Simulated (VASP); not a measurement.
# CaCd3F8 (Cmmm) in VASP: single point with PBE

Aim: the single point of CaCd3F8 with PBE.

Program: VASP 6.6.1. These are calculated values, not measurements. Logs are shortened: lines on timing, memory, paths and dates and some standing lists are left out, and cuts for length are marked.

## Step 1: The cell of the first run

It takes space group Cmmm (No. 65, orthorhombic). The conventional cell has a = 7.643 Å, b = 10.804 Å, c = 3.817 Å, α = 90.00°, β = 90.00°, γ = 90.00°. Within 3.1 Å of Ca (site symmetry mmm) lie 8 F at 2.34 to 2.35 Å. Within 3.1 Å of F (site symmetry m2m) lie 4 Cd at 2.34 Å and 6 F at 2.70 Å. Within 3.1 Å of F (site symmetry m2m) lie 2 Cd at 2.34 Å and 2 Ca at 2.34 Å and 6 F at 2.70 to 2.71 Å. F (site symmetry m) has 3 Cd at 2.34 Å and 1 Ca at 2.35 Å and 6 F at 2.70 to 2.71 Å within 3.1 Å. Within 3.1 Å of Cd (site symmetry 2/m) lie 8 F at 2.34 Å. Cd (site symmetry mmm) has 8 F at 2.34 Å within 3.1 Å.

## Step 2: Single point, PBE

INCAR reads:

```
SYSTEM = CaCd3F8
ALGO = Normal
EDIFF = 1E-6
ENCUT = 520
GGA = PE
ISIF = 2
ISMEAR = -1
LASPH = .TRUE.
LCHARG = .TRUE.
LELF = .TRUE.
LREAL = .FALSE.
LVHAR = .TRUE.
LWAVE = .FALSE.
NBANDS = 63
NELM = 100
PREC = Accurate
SIGMA = 0.02
```

KPOINTS reads:

```
k-points
0
G
  4 4 6
  0 0 0
```

POSCAR reads:

```
CaCd3F8
1.0
    3.8216628708     -5.4017712126      0.0000000000
    3.8216628708      5.4017712126      0.0000000000
    0.0000000000      0.0000000000      3.8173611527
Ca F Cd
1 8 3
Direct
    0.0000000000      0.0000000000      0.0000000000
    0.3751531856      0.6248468144      0.5000000000
    0.1256376483      0.8743623517      0.5000000000
    0.8743202215      0.6240044593      0.0000000000
    0.6240044593      0.8743202215      0.0000000000
    0.3759955407      0.1256797785      0.0000000000
    0.1256797785      0.3759955407      0.0000000000
    0.8743623517      0.1256376483      0.5000000000
    0.6248468144      0.3751531856      0.5000000000
    0.5000000000      0.0000000000      0.5000000000
    0.0000000000      0.5000000000      0.5000000000
    0.5000000000      0.5000000000      0.0000000000
```

Potentials or basis: VASP PAW PBE potentials, release 64 (Ca_sv, F, Cd).

Run with:

```bash
$ cat potpaw_PBE.64/Ca_sv/POTCAR potpaw_PBE.64/F/POTCAR potpaw_PBE.64/Cd/POTCAR > POTCAR
$ mpirun -np 1 vasp_std > vasp.out
```

OUTCAR:

```text
SYSTEM = CaCd3F8
   EDIFF = 1E-6
   ENCUT = 520
   GGA = PE
   ISIF = 2
   ISMEAR = -1
   LASPH = .TRUE.
   LREAL = .FALSE.
   NELM = 100
   PREC = Accurate

 ion  position               nearest neighbor table
   1  0.000  0.000  0.000-   3 2.34   8 2.34   3 2.34   8 2.34   7 2.35   4 2.35   5 2.35   6 2.35

   2  0.375  0.625  0.500-  12 2.34  12 2.34  10 2.34  11 2.34
   3  0.126  0.874  0.500-  10 2.34  11 2.34   1 2.34   1 2.34
   4  0.874  0.624  0.000-  12 2.34  11 2.34  11 2.34   1 2.35
   5  0.624  0.874  0.000-  12 2.34  10 2.34  10 2.34   1 2.35
   6  0.376  0.126  0.000-  12 2.34  10 2.34  10 2.34   1 2.35
   7  0.126  0.376  0.000-  12 2.34  11 2.34  11 2.34   1 2.35
   8  0.874  0.126  0.500-  10 2.34  11 2.34   1 2.34   1 2.34
   9  0.625  0.375  0.500-  12 2.34  12 2.34  10 2.34  11 2.34
  10  0.500  0.000  0.500-   3 2.34   8 2.34   6 2.34   5 2.34   5 2.34   6 2.34   2 2.34   9 2.34

  11  0.000  0.500  0.500-   3 2.34   8 2.34   7 2.34   4 2.34   4 2.34   7 2.34   2 2.34   9 2.34

  12  0.500  0.500  0.000-   4 2.34   5 2.34   6 2.34   7 2.34   2 2.34   9 2.34   2 2.34   9 2.34

  LATTYP: Found a base centered orthorhombic cell.
 ALAT       =     7.6433257416
 B/A-ratio  =     1.4134609449
 C/A-ratio  =     0.4994371929

  Lattice vectors:

 A1 = (   3.8216628708,  -5.4017712126,   0.0000000000)
 A2 = (   3.8216628708,   5.4017712126,   0.0000000000)
 A3 = (   0.0000000000,   0.0000000000,   3.8173611527)

Analysis of symmetry for initial positions (statically):
=====================================================================
 Subroutine PRICEL returns:
 Original cell was already a primitive cell.

 Routine SETGRP: Setting up the symmetry group for a
 base centered orthorhombic supercell.

 Subroutine GETGRP returns: Found  8 space group operations
 (whereof  8 operations were pure point group operations)
 out of a pool of  8 trial point group operations.

The static configuration has the point symmetry D_2h.

Analysis of symmetry for dynamics (positions and initial velocities):
=====================================================================
 Subroutine PRICEL returns:
 Original cell was already a primitive cell.

 Routine SETGRP: Setting up the symmetry group for a
 base centered orthorhombic supercell.

 Subroutine GETGRP returns: Found  8 space group operations
 (whereof  8 operations were pure point group operations)
 out of a pool of  8 trial point group operations.

[... 125 lines left out ...]
   NFREE  =      0    steps in history (QN), initial steepest desc. (CG)
   ISIF   =      2    stress and relaxation
   ISYM   =      2    0-nonsym 1-usesym 2-fastsym
   POTIM  = 0.5000    time-step for ionic-motion
   TEBEG  =    0.0;   TEEND  =   0.0 temperature during run
   PSTRESS=    0.0 pullay stress
   NELECT =     102.0000    total number of electrons
   NUPDOWN=      -1.0000    fix difference up-down
   EMIN   =  10.00;   EMAX   =-10.00  energy-range for DOS
   EFERMI =   0.00;   METHOD = LEGACY
   ISMEAR =    -1;   SIGMA  =   0.02  broadening in eV -4-tet -1-fermi 0-gaus
   EFERMI_NEDOS =   21; number of points for ismear=-14 and -15
   IALGO  =     38    algorithm
   IMIX   =      4    mixing-type and parameters
     AMIX     =   0.40;   BMIX     =  1.00
     AMIX_MAG =   1.60;   BMIX_MAG =  1.00
  volume/ion in A,a.u.               =      13.13        88.63
  Fermi-wavevector in a.u.,A,eV,Ry     =   1.416058  2.675961 27.282667  2.005219
  Thomas-Fermi vector in A             =   2.537432
   LORBIT       =      0    0 simple, 1 ext, 2 COOP (PROOUT), +10 PAW based schemes
   GGA     = PE    functional components
   LHFCALC =     F    Hartree Fock is set to
   AEXX    =    0.0000 exact exchange contribution
   IVDW    =     0    specifies the selected vdW correction
   LEPSILON=     F    determine dielectric tensor
   LRPA    =     F    only Hartree local field effects (RPA)
 non-spin polarized calculation
  energy-cutoff  :      520.00
  volume of cell :      157.61
 maximum number of plane-waves:      4266
 NGX is ok and might be reduce to    50
   NGX = 25   NGY = 25   NGZ = 15

 number of electron     102.0000025 magnetization

 Free energy of the ion-electron system (eV)
  ---------------------------------------------------
  ext. energy  EPLUGINS =         0.00000000
  ---------------------------------------------------
  free energy    TOTEN  =       -49.89155026 eV

  energy without entropy =      -49.89155026  energy(sigma->0) =      -49.89155026

 E-fermi :  -0.6530     XC(G=0): -10.2257

 val. band max:       -1.1052332423   @ k =   0.0000   0.0000   0.5000
 cond. band min:       2.5361447886   @ k =   0.0000   0.0000   0.0000
 fundamental gap:      3.6413780309
 Fermi energy:        -0.6530270062

 k-point     1 :       0.0000    0.0000    0.0000
  band No.  band energies     occupation
      1     -37.3781      2.00000
      2     -21.8022      2.00000
      3     -21.5948      2.00000
      4     -21.4241      2.00000
      5     -21.3244      2.00000
      6     -21.2961      2.00000
[... 1573 lines left out ...]
     62       9.6825      0.00000
     63       9.9358      0.00000

 [... further k-points ...]
[... 5 lines left out ...]
  --------------------------------------------------------------------------------------
  -------------------------------------------------------------------------------------
  Total        5.4340269      5.4219763      5.4341497     -0.0000000      0.0000000      0.0000000
  in kB       55.2396044     55.1171045     55.2408527     -0.0000000      0.0000000      0.0000000
  external PRESSURE =      55.1991872 kB  Pullay stress =       0.0000000 kB

 VOLUME and BASIS-vectors are now :
 -----------------------------------------------------------------------------
  energy-cutoff  :      520.00
  volume of cell :      157.61
      direct lattice vectors                 reciprocal lattice vectors
     3.821662871 -5.401771213  0.000000000     0.130833100 -0.092562232  0.000000000
     3.821662871  5.401771213  0.000000000     0.130833100  0.092562232  0.000000000
     0.000000000  0.000000000  3.817361153     0.000000000  0.000000000  0.261961067

 POSITION                                       TOTAL-FORCE (eV/Angst)
 -----------------------------------------------------------------------------------
      0.00000      0.00000      0.00000         0.000000      0.000000      0.000000
      3.82166      1.34879      1.90868         0.000000      0.000312     -0.000000
      3.82166      4.04444      1.90868         0.000000      0.107553      0.000000
      5.72609     -1.35215      0.00000         0.073427      0.053368     -0.000000
      5.72609      1.35215      0.00000         0.073427     -0.053368     -0.000000
      1.91723     -1.35215      0.00000        -0.073427      0.053368      0.000000
      1.91723      1.35215      0.00000        -0.073427     -0.053368      0.000000
      3.82166     -4.04444      1.90868         0.000000     -0.107553      0.000000
      3.82166     -1.34879      1.90868         0.000000     -0.000312      0.000000
      1.91083     -2.70089      1.90868         0.000000      0.000000      0.000000
      1.91083      2.70089      1.90868         0.000000      0.000000      0.000000
      3.82166      0.00000      0.00000        -0.000000      0.000000      0.000000
 -----------------------------------------------------------------------------------
    total drift:                                0.000000     -0.000000      0.000000

  FREE ENERGIE OF THE ION-ELECTRON SYSTEM (eV)
  ---------------------------------------------------
  free  energy   TOTEN  =       -49.8915502624 eV

  energy  without entropy=      -49.8915502624  energy(sigma->0) =      -49.89155026
```

OSZICAR:

```text
N       E                     dE             d eps       ncg     rms          rms(c)
DAV:   1     0.102236776475E+04    0.10224E+04   -0.57617E+04  3528   0.166E+03
DAV:   2     0.221398125645E+02   -0.10002E+04   -0.96205E+03  3891   0.454E+02
DAV:   3    -0.551929224208E+02   -0.77333E+02   -0.76790E+02  3938   0.137E+02
DAV:   4    -0.570512082083E+02   -0.18583E+01   -0.18541E+01  5217   0.179E+01
DAV:   5    -0.570787168807E+02   -0.27509E-01   -0.27499E-01  4575   0.172E+00    0.190E+01
DAV:   6    -0.500256854084E+02    0.70530E+01   -0.25137E+01  4821   0.428E+01    0.125E+01
DAV:   7    -0.500029120465E+02    0.22773E-01   -0.32023E+00  3846   0.107E+01    0.834E+00
DAV:   8    -0.499224573857E+02    0.80455E-01   -0.79436E-01  4178   0.586E+00    0.147E+00
DAV:   9    -0.498870344340E+02    0.35423E-01   -0.23172E-01  4088   0.304E+00    0.324E-01
DAV:  10    -0.498906647752E+02   -0.36303E-02   -0.33862E-02  4004   0.125E+00    0.442E-01
DAV:  11    -0.498908933953E+02   -0.22862E-03   -0.14616E-03  4465   0.222E-01    0.229E-01
DAV:  12    -0.498914164731E+02   -0.52308E-03   -0.18558E-03  4432   0.379E-01    0.932E-02
DAV:  13    -0.498915473239E+02   -0.13085E-03   -0.45649E-04  4017   0.108E-01    0.436E-02
DAV:  14    -0.498915467706E+02    0.55330E-06   -0.18426E-04  4180   0.875E-02    0.136E-02
DAV:  15    -0.498915488717E+02   -0.21011E-05   -0.23268E-05  4129   0.310E-02    0.129E-02
DAV:  16    -0.498915503800E+02   -0.15083E-05   -0.51134E-06  3411   0.134E-02    0.477E-03
DAV:  17    -0.498915502624E+02    0.11757E-06   -0.90452E-07  2701   0.617E-03
   1 F= -.49891550E+02 E0= -.49891550E+02  d E =-.213700E-11
```

stdout:

```text
POSCAR found type information on POSCAR CaF Cd
 POSCAR found :  3 types and      12 ions
 scaLAPACK will be used
 LDA part: xc-table for (Slater+PW92), standard interpolation
 POSCAR, INCAR and KPOINTS ok, starting setup
 FFT: planning ... GRIDC
 FFT: planning ... GRID_SOFT
 FFT: planning ... GRID
 WAVECAR not read
 entering main loop
```

It took 6.7 min on 1 thread of AMD EPYC 7R43 (Zen 3), shared host; peak memory 0.34 GiB.

Results:

```yaml
Free_energy: -49.8916 eV
Pressure: 5.5 GPa
Largest_force: 0.108 eV/Å
Band_gap_on_the_k_mesh: 3.64 eV (least direct gap 3.76 eV)
```

Forces in eV/Å, atoms in the order of the input:
```
Ca   0.000  0.000  0.000
F    0.000  0.000  0.000
F    0.000  0.108  0.000
F    0.073  0.053  0.000
F    0.073 -0.053  0.000
F   -0.073  0.053  0.000
F   -0.073 -0.053  0.000
F    0.000 -0.108  0.000
F    0.000  0.000  0.000
Cd   0.000  0.000  0.000
Cd   0.000  0.000  0.000
Cd   0.000  0.000  0.000
```

Caveat: the cell stands under pressure. A k mesh can miss the band edges.
